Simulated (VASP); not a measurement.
# B2O (P-3m1) in VASP: a series of runs

B2O is run at these levels: PBEsol; tasks: relaxation of shape and atoms at fixed volume.

All numbers are computed with VASP 6.6.1; they aren't measurements. Logs are shortened: lines on timing, memory, paths and dates and some standing lists are left out, and cuts for length are marked.

## 1. The cell of the first run

Symmetry: P-3m1, No. 164, trigonal system. Conventional cell: a = 2.490 Å, b = 2.490 Å, c = 9.837 Å, α = 90.00°, β = 90.00°, γ = 120.00°. B (site symmetry 3m) has 3 O at 1.54 Å and 1 B at 1.73 Å within 2.1 Å. Within 2.1 Å of B (site symmetry 3m) lie 3 B at 1.57 Å. O (site symmetry 3m) has 3 B at 1.54 Å within 2.1 Å.

## 2. Relaxation of shape and atoms at fixed volume, PBEsol (8.80 Å³/atom)

The input, INCAR:

```
  ALGO = Normal
  EDIFF = 1E-6
  EDIFFG = -0.01
  ENCUT = 600
  GGA = PS
  IBRION = 2
  ISIF = 4
  ISMEAR = 0
  LASPH = T
  LCHARG = F
  LREAL = F
  LWAVE = F
  NELM = 60
  NSW = 50
  PREC = Accurate
  SIGMA = 0.1
```

The input, KPOINTS:

```
k-points
0
Gamma
  18 18 4
```

The input, POSCAR:

```
B2O
1.0
    2.4895815451      0.0000000000      0.0000000000
   -1.2447907726      2.1560408628      0.0000000000
    0.0000000000      0.0000000000      9.8374460863
B O
4 2
Direct
    0.0000000000      0.0000000000      0.4119909144
    0.0000000000      0.0000000000      0.5880090856
    0.6666666667      0.3333333333      0.0325618759
    0.3333333333      0.6666666667      0.9674381241
    0.6666666667      0.3333333333      0.3560264244
    0.3333333333      0.6666666667      0.6439735756
```

Potentials or basis: VASP PAW PBE potentials, release 64 (B, O).

Run with:

```
$ cat potpaw_PBE.64/B/POTCAR potpaw_PBE.64/O/POTCAR > POTCAR
$ mpirun -np 1 vasp_std > vasp.out
```

OUTCAR:

```text
EDIFF = 1E-6
   EDIFFG = -0.01
   ENCUT = 600
   GGA = PS
   IBRION = 2
   ISIF = 4
   ISMEAR = 0
   LASPH = T
   LREAL = F
   NELM = 60
   NSW = 50
   PREC = Accurate

 ion  position               nearest neighbor table
   1  0.000  0.000  0.412-   5 1.54   5 1.54   5 1.54   2 1.73
   2  0.000  0.000  0.588-   6 1.54   6 1.54   6 1.54   1 1.73
   3  0.667  0.333  0.033-   4 1.57   4 1.57   4 1.57
   4  0.333  0.667  0.967-   3 1.57   3 1.57   3 1.57
   5  0.667  0.333  0.356-   1 1.54   1 1.54   1 1.54
   6  0.333  0.667  0.644-   2 1.54   2 1.54   2 1.54

  LATTYP: Found a hexagonal cell.
 ALAT       =     2.4895815451
 C/A-ratio  =     3.9514456177

  Lattice vectors:

 A1 = (   2.4895815451,   0.0000000000,   0.0000000000)
 A2 = (  -1.2447907726,   2.1560408628,   0.0000000000)
 A3 = (   0.0000000000,   0.0000000000,   9.8374460863)

Analysis of symmetry for initial positions (statically):
=====================================================================
 Subroutine PRICEL returns:
 Original cell was already a primitive cell.

 Routine SETGRP: Setting up the symmetry group for a
 hexagonal supercell.

 Subroutine GETGRP returns: Found 12 space group operations
 (whereof 12 operations were pure point group operations)
 out of a pool of 24 trial point group operations.

The static configuration has the point symmetry D_3d.

Analysis of symmetry for dynamics (positions and initial velocities):
=====================================================================
 Subroutine PRICEL returns:
 Original cell was already a primitive cell.

 Routine SETGRP: Setting up the symmetry group for a
 hexagonal supercell.

 Subroutine GETGRP returns: Found 12 space group operations
 (whereof 12 operations were pure point group operations)
 out of a pool of 24 trial point group operations.

The dynamic configuration has the point symmetry D_3d.

 Subroutine INISYM returns: Found 12 space group operations
 (whereof 12 operations are pure point group operations),
 and found     1 'primitive' translations

----------------------------------------------------------------------------------------

                                     Primitive cell

  volume of cell :      52.8039

  direct lattice vectors                    reciprocal lattice vectors
     2.489581545  0.000000000  0.000000000     0.401673929  0.231906551  0.000000000
    -1.244790773  2.156040863  0.000000000     0.000000000  0.463813102  0.000000000
     0.000000000  0.000000000  9.837446086     0.000000000  0.000000000  0.101652400

  length of vectors
     2.489581545  2.489581545  9.837446086     0.463813102  0.463813102  0.101652400

  position of ions in fractional coordinates (direct lattice)
     0.000000000  0.000000000  0.411990914
     0.000000000  0.000000000  0.588009086
     0.666666667  0.333333333  0.032561876
     0.333333333  0.666666667  0.967438124
     0.666666667  0.333333333  0.356026424
     0.333333333  0.666666667  0.643973576

  ion indices of the primitive-cell ions
   primitive index   ion index
                 1           1
                 2           2
                 3           3
                 4           4
                 5           5
                 6           6

----------------------------------------------------------------------------------------

 KPOINTS: k-points

Automatic generation of k-mesh.
 Grid dimensions read from file:
 generate k-points for:   18   18    4

 Generating k-lattice:

  Cartesian coordinates                     Fractional coordinates (reciprocal lattice)
     0.022315218  0.012883697  0.000000000     0.055555556  0.000000000  0.000000000
     0.000000000  0.025767395  0.000000000     0.000000000  0.055555556  0.000000000
     0.000000000  0.000000000  0.025413100     0.000000000  0.000000000  0.250000000

  Length of vectors
     0.025767395  0.025767395  0.025413100

  Shift w.r.t. Gamma in fractional coordinates (k-lattice)
     0.000000000  0.000000000  0.000000000

 Subroutine IBZKPT returns following result:
 ===========================================

 Found    138 irreducible k-points:

 Following reciprocal coordinates:
            Coordinates               Weight
  0.000000  0.000000  0.000000      1.000000
  0.055556  0.000000  0.000000      6.000000
  0.111111  0.000000  0.000000      6.000000
  0.166667  0.000000  0.000000      6.000000
  0.222222  0.000000  0.000000      6.000000
  0.277778 -0.000000  0.000000      6.000000
[... 16 lines left out ...]
  0.333333  0.111111  0.000000     12.000000
  0.388889  0.111111  0.000000     12.000000
 [... further k-points ...]
   k-points           NKPTS =    138   k-points in BZ     NKDIM =    138   number of bands    NBANDS=     16
   number of dos      NEDOS =    301   number of ions     NIONS =      6
   total plane-waves  NPLWV =  32000
   dimension x,y,z NGX =    20 NGY =   20 NGZ =   80
   dimension x,y,z NGXF=    40 NGYF=   40 NGZF=  160
   ions per type =               4   2
   NGX,Y,Z   is equivalent  to a cutoff of  13.36, 13.36, 13.52 a.u.
   NGXF,Y,Z  is equivalent  to a cutoff of  26.71, 26.71, 27.04 a.u.
 SYSTEM =  unknown system
   PREC   = accura    normal or accurate (medium, high low for compatibility)
   ISTART =      0    job   : 0-new  1-cont  2-samecut
   ICHARG =      2    charge: 1-file 2-atom 10-const
   ISPIN  =      1    spin polarized calculation?
   LNONCOLLINEAR =      F non collinear calculations
   LSORBIT =      F    spin-orbit coupling
   LASPH  =      T    aspherical Exc in radial PAW
   ENCUT  =  600.0 eV  44.10 Ry    6.64 a.u.   4.97  4.97 19.65*2*pi/ulx,y,z
   NELM   =     60;   NELMIN=  2; NELMDL= -5     # of ELM steps
   EDIFF  = 0.1E-05   stopping-criterion for ELM
   LREAL  =      F    real-space projection
   EDIFFG = -.1E-01   stopping-criterion for IOM
   NSW    =     50    number of steps for IOM
   IBRION =      2    ionic relax: 0-MD 1-quasi-New 2-CG
   NFREE  =      1    steps in history (QN), initial steepest desc. (CG)
   ISIF   =      4    stress and relaxation
   ISYM   =      2    0-nonsym 1-usesym 2-fastsym
   POTIM  = 0.5000    time-step for ionic-motion
   TEBEG  =    0.0;   TEEND  =   0.0 temperature during run
   PSTRESS=    0.0 pullay stress
   NELECT =      24.0000    total number of electrons
   NUPDOWN=      -1.0000    fix difference up-down
   EMIN   =  10.00;   EMAX   =-10.00  energy-range for DOS
   EFERMI =   0.00;   METHOD = LEGACY
   ISMEAR =     0;   SIGMA  =   0.10  broadening in eV -4-tet -1-fermi 0-gaus
   EFERMI_NEDOS =   21; number of points for ismear=-14 and -15
   IALGO  =     38    algorithm
   IMIX   =      4    mixing-type and parameters
     AMIX     =   0.40;   BMIX     =  1.00
     AMIX_MAG =   1.60;   BMIX_MAG =  1.00
  volume/ion in A,a.u.               =       8.80        59.39
  Fermi-wavevector in a.u.,A,eV,Ry     =   1.258703  2.378604 21.556170  1.584334
  Thomas-Fermi vector in A             =   2.392300
   LORBIT       =      0    0 simple, 1 ext, 2 COOP (PROOUT), +10 PAW based schemes
   GGA     = PS    functional components
   LHFCALC =     F    Hartree Fock is set to
   AEXX    =    0.0000 exact exchange contribution
   IVDW    =     0    specifies the selected vdW correction
   LEPSILON=     F    determine dielectric tensor
   LRPA    =     F    only Hartree local field effects (RPA)
 conjugate gradient relaxation of ions
 non-spin polarized calculation
 Gauss-broadening in eV      SIGMA  =   0.10
  energy-cutoff  :      600.00
  volume of cell :       52.80
 maximum number of plane-waves:      1797
   NGX =  9   NGY =  9   NGZ = 39

--------------------------------------- Ionic step        1  -------------------------------------------

 number of electron      23.9999994 magnetization

 Free energy of the ion-electron system (eV)
  ---------------------------------------------------
  ext. energy  EPLUGINS =         0.00000000
  ---------------------------------------------------
  free energy    TOTEN  =       -41.50153022 eV

  energy without entropy =      -41.49370675  energy(sigma->0) =      -41.49761848

------------------------ aborting loop because EDIFF is reached ----------------------------------------

  FORCE on cell =-STRESS in cart. coord.  units (eV):
  Direction    XX          YY          ZZ          XY          YZ          ZX
  --------------------------------------------------------------------------------------
  -------------------------------------------------------------------------------------
  Total        2.7066167      2.7066167      1.3870881     -0.0000000      0.0000000      0.0000000
  in kB       82.1242894     82.1242894     42.0870908     -0.0000000      0.0000000      0.0000000
  external PRESSURE =      68.7785566 kB  Pullay stress =       0.0000000 kB
[... 101 lines left out ...]
  FREE ENERGIE OF THE ION-ELECTRON SYSTEM (eV)
  ---------------------------------------------------
  free  energy   TOTEN  =       -41.5282492316 eV

  energy  without entropy=      -41.5218407642  energy(sigma->0) =      -41.52504500

[... ionic steps 4 to 10 ...]

--------------------------------------- Ionic step       11  -------------------------------------------

 number of electron      23.9999996 magnetization

------------------------ aborting loop because EDIFF is reached ----------------------------------------

  FORCE on cell =-STRESS in cart. coord.  units (eV):
  Direction    XX          YY          ZZ          XY          YZ          ZX
  --------------------------------------------------------------------------------------
  -------------------------------------------------------------------------------------
  Total        0.3422277      0.3422277      0.2567124     -0.0000000      0.0000000     -0.0000000
  in kB       10.3838894     10.3838894      7.7891790     -0.0000000      0.0000000     -0.0000000
  external PRESSURE =       9.5189859 kB  Pullay stress =       0.0000000 kB
[... 65 lines left out ...]
  energy  without entropy=      -41.5289045460  energy(sigma->0) =      -41.53271478

--------------------------------------- Ionic step       13  -------------------------------------------

 number of electron      23.9999996 magnetization

 Free energy of the ion-electron system (eV)
  ---------------------------------------------------
  ext. energy  EPLUGINS =         0.00000000
  ---------------------------------------------------
  free energy    TOTEN  =       -41.53654921 eV

  energy without entropy =      -41.52891960  energy(sigma->0) =      -41.53273441

 E-fermi :   4.9805     XC(G=0): -10.5958

 val. band max:        4.9766074950   @ k =  -0.1111   0.2778   0.2500
 cond. band min:       4.9835568196   @ k =   0.1667   0.1111   0.5000
 fundamental gap:      0.0069493247
 Fermi energy:         4.9805108477

 k-point     1 :       0.0000    0.0000    0.0000
  band No.  band energies     occupation
      1     -20.0045      2.00000
      2     -19.4595      2.00000
      3      -8.4606      2.00000
      4      -6.8340      2.00000
      5      -2.6895      2.00000
      6      -1.2895      2.00000
[... 8 lines left out ...]
     15       9.2602      0.00000
     16      10.1003      0.00000
[... 420 lines left out ...]
  band No.  band energies     occupation
      1     -17.6482      2.00000
      2     -17.4271      2.00000
      3      -7.9032      2.00000
      4      -7.5706      2.00000
      5      -4.0757      2.00000
      6      -3.7563      2.00000
[... 8 lines left out ...]
     15       8.2444      0.00000
     16      10.3662      0.00000

 [... further k-points ...]
[... 5 lines left out ...]
  --------------------------------------------------------------------------------------
  -------------------------------------------------------------------------------------
  Total        0.2909994      0.2909994      0.2914751     -0.0000000      0.0000000      0.0000000
  in kB        8.8295172      8.8295172      8.8439522     -0.0000000      0.0000000      0.0000000
  external PRESSURE =       8.8343288 kB  Pullay stress =       0.0000000 kB
[... 21 lines left out ...]
  FREE ENERGIE OF THE ION-ELECTRON SYSTEM (eV)
  ---------------------------------------------------
  free  energy   TOTEN  =       -41.5365492125 eV

  energy  without entropy=      -41.5289196042  energy(sigma->0) =      -41.53273441

 reached required accuracy - stopping structural energy minimisation
```

It took 13 min on 1 thread of Intel Xeon Platinum 8259CL at 2.50GHz (Skylake/Cascade Lake), shared host; peak memory 0.26 GiB.

What came out:

```yaml
Free_energy: -41.5365 eV
Energy_gained_by_relaxing: 5.8 meV/atom
Ionic_steps: 13
Pressure_after_relaxing: 0.9 GPa
Largest_force_after_relaxing: 0.004 eV/Å
Band_gap_on_the_k_mesh: zero (bands 12 and 13 overlap by 3.47 eV)
```

Forces on the atoms (eV/Å):
```
B    0.000  0.000 -0.004
B    0.000  0.000  0.004
B    0.000  0.000 -0.002
B    0.000  0.000  0.002
O    0.000  0.000  0.002
O    0.000  0.000 -0.002
```

Step by step:
```
step  energy change (eV)  largest force (eV/Å)  pressure (GPa)  volume (Å³)
   1              0.0000                0.4794            6.88        52.80
   2             -0.0252                0.3252            3.28        52.80
   3             -0.0267                0.4086            2.10        52.80
   4             -0.0257                0.4455            0.63        52.80
   5             -0.0308                0.1403            1.40        52.80
   6             -0.0324                0.0515            1.23        52.80
   7             -0.0326                0.0369            1.17        52.80
   8             -0.0333                0.0278            1.13        52.80
   9             -0.0346                0.0678            1.04        52.80
  10             -0.0332                0.1899            0.78        52.80
  11             -0.0348                0.0958            0.95        52.80
  12             -0.0350                0.0327            0.86        52.80
  13             -0.0350                0.0041            0.88        52.80
```

Final structure:
```cif
data_structure
_symmetry_space_group_name_H-M 'P 1'
_symmetry_Int_Tables_number 1
_cell_length_a 2.5160
_cell_length_b 2.5160
_cell_length_c 9.6316
_cell_angle_alpha 90.000
_cell_angle_beta 90.000
_cell_angle_gamma 120.000
_cell_volume 52.80
loop_
_atom_site_label
_atom_site_type_symbol
_atom_site_fract_x
_atom_site_fract_y
_atom_site_fract_z
_atom_site_occupancy
B1 B 0.00000 0.00000 0.40918 1
B2 B 0.00000 0.00000 0.59082 1
B3 B 0.66667 0.33333 0.03386 1
B4 B 0.33333 0.66667 0.96614 1
O1 O 0.66667 0.33333 0.35154 1
O2 O 0.33333 0.66667 0.64846 1
```

Levels at points of the mesh, in eV from the Fermi level:
```csv
k point,band 8,band 9,band 10,band 11,band 12,band 13,band 14,band 15,band 16
"(0.00, 0.00, 0.00)",-6.18,-6.18,-4.95,-2.67,2.53,3.96,3.96,4.28,5.12
"(0.50, 0.00, 0.00)",-7.66,-7.00,-6.99,-3.73,0.05,0.51,1.57,2.65,4.49
"(0.00, 0.00, 0.50)",-6.18,-6.18,-5.42,-2.21,2.16,3.96,3.96,4.63,4.91
"(0.50, 0.00, 0.50)",-7.64,-7.04,-6.99,-3.71,0.05,0.42,1.95,2.28,4.53
```

Caveat: the PAW data sets were made with another functional, which shifts forces and pressure a little; this functional lacks dispersion, which binds layers or chains, so the pressure and a relaxed spacing across them are unreliable.

## 3. Relaxation of shape and atoms at fixed volume, PBEsol (9.08 Å³/atom)

This run uses another cell than the first one, of 9.08 Å³/atom.

The input, INCAR:

```
PREC = Accurate
ENCUT = 600
EDIFF = 1E-6
ISMEAR = 0
SIGMA = 0.1
LREAL = F
LASPH = T
NELM = 100
ALGO = Normal
ISIF = 4
LWAVE = F
LCHARG = F
GGA = PS
IBRION = 2
NSW = 50
EDIFFG = -0.01
```

The input, KPOINTS:

```
Automatic mesh
0
Gamma
  18 18 4
```

The input, POSCAR:

```
B2O
1.0
    2.4968076645      0.0000000000      0.0000000000
   -1.2484038323      2.1622988658      0.0000000000
    0.0000000000      0.0000000000     10.0927329045
B O
4 2
Direct
    0.0000000000      0.0000000000      0.4141650252
    0.0000000000      0.0000000000      0.5858349748
    0.6666666667      0.3333333333      0.0309257081
    0.3333333333      0.6666666667      0.9690742919
    0.6666666667      0.3333333333      0.3596238530
    0.3333333333      0.6666666667      0.6403761470
```

Potentials or basis: VASP PAW PBE potentials, release 64 (B, O).

Run with:

```
$ cat potpaw_PBE.64/B/POTCAR potpaw_PBE.64/O/POTCAR > POTCAR
$ mpirun -np 1 vasp_std > vasp.out
```

It took 14 min on 1 thread of Intel Xeon Platinum 8259CL at 2.50GHz (Skylake/Cascade Lake), shared host; peak memory 0.26 GiB.

Results (log left out):

| Property | Result |
| --- | --- |
| Free energy | -41.5456 eV |
| Energy gained by relaxing | 5.4 meV/atom |
| Ionic steps | 17 |
| Pressure after relaxing | 0.2 GPa |
| Largest force after relaxing | 0.004 eV/Å |
| Band gap on the k mesh | zero (bands 12 and 13 overlap by 3.49 eV) |

Forces in eV/Å, atoms in the order of the input:
```
B    0.000  0.000  0.004
B    0.000  0.000 -0.004
B    0.000  0.000  0.000
B    0.000  0.000  0.000
O    0.000  0.000 -0.001
O    0.000  0.000  0.001
```

Step by step:
```
step  energy change (eV)  largest force (eV/Å)  pressure (GPa)  volume (Å³)
   1              0.0000                0.4661            5.92        54.49
   2             -0.0233                0.2950            2.57        54.49
   3             -0.0248                0.3711            1.42        54.49
   4             -0.0244                0.4055            0.17        54.49
   5             -0.0283                0.1434            0.78        54.49
   6             -0.0299                0.0522            0.58        54.49
   7             -0.0300                0.0427            0.51        54.49
   8             -0.0307                0.0334            0.48        54.49
   9             -0.0320                0.0863            0.43        54.49
  10             -0.0321                0.1253            0.37        54.49
  11             -0.0325                0.0652            0.30        54.49
  12             -0.0326                0.0123            0.23        54.49
  13             -0.0326                0.0121            0.24        54.49
  14             -0.0325                0.0363            0.27        54.49
  15             -0.0326                0.0124            0.24        54.49
  16             -0.0326                0.0100            0.23        54.49
  17             -0.0326                0.0036            0.21        54.49
```

Final structure:
```
B O
1.0
     2.52334    0.00000    0.00000
    -1.26167    2.18528    0.00000
     0.00000    0.00000    9.88157
B O
4 2
Direct
  0.00000 0.00000 0.41144
  0.00000 0.00000 0.58856
  0.66667 0.33333 0.03209
  0.33333 0.66667 0.96791
  0.66667 0.33333 0.35533
  0.33333 0.66667 0.64467
```

Levels at points of the mesh, in eV from the Fermi level:
| k point | band 10 | band 11 | band 12 | band 13 | band 14 | band 15 |
| --- | --- | --- | --- | --- | --- | --- |
| (0.00, 0.00, 0.00) | -4.92 | -2.49 | 2.55 | 3.90 | 3.90 | 4.28 |
| (0.50, 0.00, 0.00) | -6.83 | -3.57 | 0.02 | 0.56 | 1.77 | 2.70 |
| (0.00, 0.00, 0.50) | -5.28 | -2.14 | 2.22 | 3.90 | 3.90 | 4.63 |
| (0.50, 0.00, 0.50) | -6.82 | -3.56 | 0.02 | 0.50 | 2.06 | 2.40 |

Caveat: the PAW data sets were made with another functional, which shifts forces and pressure a little; this functional lacks dispersion, which binds layers or chains, so the pressure and a relaxed spacing across them are unreliable.

The gap in the log of VASP goes by the Fermi energy; the results here count the filled bands.